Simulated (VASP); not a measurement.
# HfTi2Ge3 (P-3m1) in VASP: single point with PBE

Aim: the single point of HfTi2Ge3 with PBE.

All numbers are computed with VASP 6.6.1; they aren't measurements. Logs are shortened: lines on timing, memory, paths and dates and some standing lists are left out, and cuts for length are marked.

## Step 1: The cell of the first run

Symmetry: P-3m1, No. 164, trigonal system. The conventional cell has a = 3.826 Å, b = 3.826 Å, c = 8.667 Å, α = 90.00°, β = 90.00°, γ = 120.00°. Within 3.6 Å of Hf (site symmetry -3m) lie 6 Ge at 2.71 Å. Ti (site symmetry 3m) has 6 Ge at 2.60 to 2.61 Å within 3.4 Å. Within 3.4 Å of Ge (site symmetry 3m) lie 3 Ti at 2.60 Å and 3 Hf at 2.71 Å. Ge (site symmetry -3m) has 6 Ti at 2.61 Å within 3.4 Å.

## Step 2: Single point, PBE

The input, INCAR:

```
  PREC = Accurate
  ENCUT = 500
  EDIFF = 1E-6
  ISMEAR = 0
  SIGMA = 0.1
  LREAL = F
  LASPH = T
  NELM = 120
  ALGO = Normal
  ISIF = 2
  LWAVE = F
  LCHARG = T
  GGA = PE
  LELF = T
  LVHAR = T
  NBANDS = 47
  GGA_COMPAT = F
```

The input, KPOINTS:

```
regular mesh
0
Gamma
  6 6 2
```

The input, POSCAR:

```
HfTi2Ge3
1.0
    3.8255602095      0.0000000000      0.0000000000
   -1.9127801047      3.3130323251      0.0000000000
    0.0000000000      0.0000000000      8.6673731812
Hf Ti Ge
1 2 3
Direct
    0.0000000000      0.0000000000      0.0000000000
    0.6666666667      0.3333333333      0.6610234308
    0.3333333333      0.6666666667      0.3389765692
    0.6666666667      0.3333333333      0.1813362548
    0.3333333333      0.6666666667      0.8186637452
    0.0000000000      0.0000000000      0.5000000000
```

Potentials or basis: VASP PAW PBE potentials, release 64 (Hf_pv, Ti_sv, Ge_d).

Launch:

```bash
$ cat potpaw_PBE.64/Hf_pv/POTCAR potpaw_PBE.64/Ti_sv/POTCAR potpaw_PBE.64/Ge_d/POTCAR > POTCAR
$ mpirun -np 1 vasp_std > vasp.out
```

OUTCAR:

```text
PREC = Accurate
   ENCUT = 500
   EDIFF = 1E-6
   ISMEAR = 0
   LREAL = F
   LASPH = T
   NELM = 120
   ISIF = 2
   GGA = PE

 ion  position               nearest neighbor table
   1  0.000  0.000  0.000-   4 2.71   5 2.71   5 2.71   4 2.71   4 2.71   5 2.71
   2  0.667  0.333  0.661-   5 2.60   5 2.60   5 2.60   6 2.61   6 2.61   6 2.61
   3  0.333  0.667  0.339-   4 2.60   4 2.60   4 2.60   6 2.61   6 2.61   6 2.61
   4  0.667  0.333  0.181-   3 2.60   3 2.60   3 2.60   1 2.71   1 2.71   1 2.71
   5  0.333  0.667  0.819-   2 2.60   2 2.60   2 2.60   1 2.71   1 2.71   1 2.71
   6  0.000  0.000  0.500-   2 2.61   3 2.61   3 2.61   2 2.61   2 2.61   3 2.61

  LATTYP: Found a hexagonal cell.
 ALAT       =     3.8255602095
 C/A-ratio  =     2.2656480898

  Lattice vectors:

 A1 = (   3.8255602095,   0.0000000000,   0.0000000000)
 A2 = (  -1.9127801047,   3.3130323251,   0.0000000000)
 A3 = (   0.0000000000,   0.0000000000,   8.6673731812)

Analysis of symmetry for initial positions (statically):
=====================================================================
 Subroutine PRICEL returns:
 Original cell was already a primitive cell.

 Routine SETGRP: Setting up the symmetry group for a
 hexagonal supercell.

 Subroutine GETGRP returns: Found 12 space group operations
 (whereof 12 operations were pure point group operations)
 out of a pool of 24 trial point group operations.

The static configuration has the point symmetry D_3d.

Analysis of symmetry for dynamics (positions and initial velocities):
=====================================================================
 Subroutine PRICEL returns:
 Original cell was already a primitive cell.

 Routine SETGRP: Setting up the symmetry group for a
 hexagonal supercell.

 Subroutine GETGRP returns: Found 12 space group operations
 (whereof 12 operations were pure point group operations)
 out of a pool of 24 trial point group operations.

The dynamic configuration has the point symmetry D_3d.

 Subroutine INISYM returns: Found 12 space group operations
 (whereof 12 operations are pure point group operations),
 and found     1 'primitive' translations

----------------------------------------------------------------------------------------

                                     Primitive cell

  volume of cell :     109.8521

  direct lattice vectors                    reciprocal lattice vectors
     3.825560209  0.000000000  0.000000000     0.261399624  0.150919143  0.000000000
    -1.912780105  3.313032325  0.000000000     0.000000000  0.301838286  0.000000000
     0.000000000  0.000000000  8.667373181     0.000000000  0.000000000  0.115375210

  length of vectors
     3.825560209  3.825560209  8.667373181     0.301838286  0.301838286  0.115375210

  position of ions in fractional coordinates (direct lattice)
     0.000000000  0.000000000  0.000000000
     0.666666667  0.333333333  0.661023431
     0.333333333  0.666666667  0.338976569
     0.666666667  0.333333333  0.181336255
     0.333333333  0.666666667  0.818663745
     0.000000000  0.000000000  0.500000000

  ion indices of the primitive-cell ions
   primitive index   ion index
                 1           1
                 2           2
                 3           3
                 4           4
                 5           5
                 6           6

----------------------------------------------------------------------------------------

 KPOINTS: regular mesh

Automatic generation of k-mesh.
 Grid dimensions read from file:
 generate k-points for:    6    6    2

 Generating k-lattice:

  Cartesian coordinates                     Fractional coordinates (reciprocal lattice)
     0.043566604  0.025153191  0.000000000     0.166666667  0.000000000  0.000000000
     0.000000000  0.050306381  0.000000000     0.000000000  0.166666667  0.000000000
     0.000000000  0.000000000  0.057687605     0.000000000  0.000000000  0.500000000

  Length of vectors
     0.050306381  0.050306381  0.057687605

  Shift w.r.t. Gamma in fractional coordinates (k-lattice)
     0.000000000  0.000000000  0.000000000

 Subroutine IBZKPT returns following result:
 ===========================================

 Found     14 irreducible k-points:

 Following reciprocal coordinates:
            Coordinates               Weight
  0.000000  0.000000  0.000000      1.000000
  0.166667  0.000000  0.000000      6.000000
  0.333333  0.000000  0.000000      6.000000
  0.500000  0.000000  0.000000      3.000000
  0.166667  0.166667  0.000000      6.000000
  0.333333  0.166667  0.000000     12.000000
  0.333333  0.333333  0.000000      2.000000
  0.000000  0.000000  0.500000      1.000000
  0.166667  0.000000  0.500000      6.000000
  0.333333  0.000000  0.500000      6.000000
  0.500000  0.000000  0.500000      3.000000
  0.166667  0.166667  0.500000      6.000000
  0.333333  0.166667  0.500000     12.000000
  0.333333  0.333333  0.500000      2.000000
   k-points           NKPTS =     14   k-points in BZ     NKDIM =     14   number of bands    NBANDS=     47
   number of dos      NEDOS =    301   number of ions     NIONS =      6
   total plane-waves  NPLWV =  50176
   dimension x,y,z NGX =    28 NGY =   28 NGZ =   64
   dimension x,y,z NGXF=    56 NGYF=   56 NGZF=  128
   ions per type =               1   2   3
   NGX,Y,Z   is equivalent  to a cutoff of  12.17, 12.17, 12.28 a.u.
   NGXF,Y,Z  is equivalent  to a cutoff of  24.34, 24.34, 24.55 a.u.
 SYSTEM =  unknown system
   PREC   = accura    normal or accurate (medium, high low for compatibility)
   ISTART =      0    job   : 0-new  1-cont  2-samecut
   ICHARG =      2    charge: 1-file 2-atom 10-const
   ISPIN  =      1    spin polarized calculation?
   LNONCOLLINEAR =      F non collinear calculations
   LSORBIT =      F    spin-orbit coupling
   LASPH  =      T    aspherical Exc in radial PAW
   ENCUT  =  500.0 eV  36.75 Ry    6.06 a.u.   6.97  6.97 15.80*2*pi/ulx,y,z
   NELM   =    120;   NELMIN=  2; NELMDL= -5     # of ELM steps
   EDIFF  = 0.1E-05   stopping-criterion for ELM
   LREAL  =      F    real-space projection
   EDIFFG = 0.1E-04   stopping-criterion for IOM
   NSW    =      0    number of steps for IOM
   IBRION =     -1    ionic relax: 0-MD 1-quasi-New 2-CG
   NFREE  =      0    steps in history (QN), initial steepest desc. (CG)
   ISIF   =      2    stress and relaxation
   ISYM   =      2    0-nonsym 1-usesym 2-fastsym
   POTIM  = 0.5000    time-step for ionic-motion
   TEBEG  =    0.0;   TEEND  =   0.0 temperature during run
   PSTRESS=    0.0 pullay stress
   NELECT =      76.0000    total number of electrons
   NUPDOWN=      -1.0000    fix difference up-down
   EMIN   =  10.00;   EMAX   =-10.00  energy-range for DOS
   EFERMI =   0.00;   METHOD = LEGACY
   ISMEAR =     0;   SIGMA  =   0.10  broadening in eV -4-tet -1-fermi 0-gaus
   EFERMI_NEDOS =   21; number of points for ismear=-14 and -15
   IALGO  =     38    algorithm
   IMIX   =      4    mixing-type and parameters
     AMIX     =   0.40;   BMIX     =  1.00
     AMIX_MAG =   1.60;   BMIX_MAG =  1.00
  volume/ion in A,a.u.               =      18.31       123.55
  Fermi-wavevector in a.u.,A,eV,Ry     =   1.447916  2.736164 28.524070  2.096460
  Thomas-Fermi vector in A             =   2.565816
   LORBIT       =      0    0 simple, 1 ext, 2 COOP (PROOUT), +10 PAW based schemes
   GGA     = PE    functional components
   LHFCALC =     F    Hartree Fock is set to
   AEXX    =    0.0000 exact exchange contribution
   IVDW    =     0    specifies the selected vdW correction
   LEPSILON=     F    determine dielectric tensor
   LRPA    =     F    only Hartree local field effects (RPA)
 non-spin polarized calculation
 Gauss-broadening in eV      SIGMA  =   0.10
  energy-cutoff  :      500.00
  volume of cell :      109.85
 maximum number of plane-waves:      2812
 NGX is ok and might be reduce to    28
   NGX = 13   NGY = 13   NGZ = 31

 number of electron      75.9999996 magnetization

 Free energy of the ion-electron system (eV)
  ---------------------------------------------------
  ext. energy  EPLUGINS =         0.00000000
  ---------------------------------------------------
  free energy    TOTEN  =       -42.18403537 eV

  energy without entropy =      -42.17921978  energy(sigma->0) =      -42.18162757

 E-fermi :   6.9656     XC(G=0): -11.4320

 val. band max:        6.9079631698   @ k =   0.0000   0.0000   0.0000
 cond. band min:       7.0169970771   @ k =   0.1667   0.0000   0.5000
 fundamental gap:      0.1090339074
 Fermi energy:         6.9656136166

 k-point     1 :       0.0000    0.0000    0.0000
  band No.  band energies     occupation
      1     -50.2118      2.00000
      2     -50.2069      2.00000
      3     -26.5042      2.00000
      4     -26.4829      2.00000
      5     -26.4829      2.00000
      6     -26.4717      2.00000
[... 39 lines left out ...]
     46       9.2551      0.00000
     47       9.5820      0.00000

 k-point     2 :       0.1667    0.0000    0.0000
  band No.  band energies     occupation
      1     -50.2109      2.00000
      2     -50.2066      2.00000
      3     -26.5028      2.00000
      4     -26.4926      2.00000
      5     -26.4853      2.00000
      6     -26.4793      2.00000
[... 39 lines left out ...]
     46       9.4440      0.00000
     47       9.7626      0.00000

 k-point     3 :       0.3333    0.0000    0.0000
  band No.  band energies     occupation
      1     -50.2090      2.00000
      2     -50.2062      2.00000
      3     -26.5132      2.00000
      4     -26.5072      2.00000
      5     -26.4899      2.00000
      6     -26.4821      2.00000
[... 539 lines left out ...]
     46       9.3607      0.00000
     47       9.7041      0.00000

 k-point    14 :       0.3333    0.3333    0.5000
  band No.  band energies     occupation
      1     -50.2067      2.00000
      2     -50.2067      2.00000
      3     -26.5128      2.00000
      4     -26.5083      2.00000
      5     -26.5083      2.00000
      6     -26.4929      2.00000
[... 39 lines left out ...]
     46       9.5911      0.00000
     47       9.5911      0.00000

------------------------ aborting loop because EDIFF is reached ----------------------------------------

  FORCE on cell =-STRESS in cart. coord.  units (eV):
  Direction    XX          YY          ZZ          XY          YZ          ZX
  --------------------------------------------------------------------------------------
  -------------------------------------------------------------------------------------
  Total       -0.3275595     -0.3275595      0.4304871     -0.0000000      0.0000000      0.0000000
  in kB       -4.7774104     -4.7774104      6.2785953     -0.0000000      0.0000000      0.0000000
  external PRESSURE =      -1.0920752 kB  Pullay stress =       0.0000000 kB

 VOLUME and BASIS-vectors are now :
 -----------------------------------------------------------------------------
  energy-cutoff  :      500.00
  volume of cell :      109.85
      direct lattice vectors                 reciprocal lattice vectors
     3.825560209  0.000000000  0.000000000     0.261399624  0.150919143  0.000000000
    -1.912780105  3.313032325  0.000000000     0.000000000  0.301838286  0.000000000
     0.000000000  0.000000000  8.667373181     0.000000000  0.000000000  0.115375210

 POSITION                                       TOTAL-FORCE (eV/Angst)
 -----------------------------------------------------------------------------------
      0.00000      0.00000      0.00000         0.000000     -0.000000     -0.000000
      1.91278      1.10434      5.72934         0.000000     -0.000000     -0.009415
     -0.00000      2.20869      2.93804        -0.000000     -0.000000      0.009415
      1.91278      1.10434      1.57171         0.000000      0.000000     -0.046633
     -0.00000      2.20869      7.09566        -0.000000     -0.000000      0.046633
      0.00000      0.00000      4.33369         0.000000     -0.000000     -0.000000
 -----------------------------------------------------------------------------------
    total drift:                                0.000000     -0.000000      0.000000

  FREE ENERGIE OF THE ION-ELECTRON SYSTEM (eV)
  ---------------------------------------------------
  free  energy   TOTEN  =       -42.1840353678 eV

  energy  without entropy=      -42.1792197815  energy(sigma->0) =      -42.18162757
```

Wall time 38 s (1 thread of Intel Xeon 6975P-C (Granite Rapids), shared host); peak memory 0.24 GiB.

Results:

* Free energy: -42.1840 eV
* Pressure: -0.1 GPa
* Largest force: 0.047 eV/Å
* Band gap on the k mesh: zero (band 38 reaches 7.47 eV, above the bottom of band 39 at 7.02 eV)

Forces in eV/Å, atoms in the order of the input:
```
Hf   0.000  0.000  0.000
Ti   0.000  0.000 -0.009
Ti   0.000  0.000  0.009
Ge   0.000  0.000 -0.047
Ge   0.000  0.000  0.047
Ge   0.000  0.000  0.000
```

Stress tensor (GPa, compression positive):
```
-0.48  0.00  0.00
 0.00 -0.48  0.00
 0.00  0.00  0.63
```

Levels at points of the mesh, in eV from the Fermi level:
```
           k point  band 35  band 36  band 37  band 38  band 39  band 40  band 41  band 42
(0.00, 0.00, 0.00)    -1.76    -0.06    -0.06     0.50     0.75     0.75     1.02     1.02
(0.50, 0.00, 0.00)    -1.78    -1.66    -1.43    -0.28     0.63     1.17     1.18     1.25
(0.00, 0.00, 0.50)    -0.53    -0.51    -0.46    -0.46     0.23     0.23     0.59     0.59
(0.50, 0.00, 0.50)    -2.00    -1.47    -1.08    -0.93     0.60     0.72     1.15     1.36
```

Caveat: the k points lie up to 0.36 Å⁻¹ apart; spin-orbit coupling is left out, which moves the levels of the heavy elements.
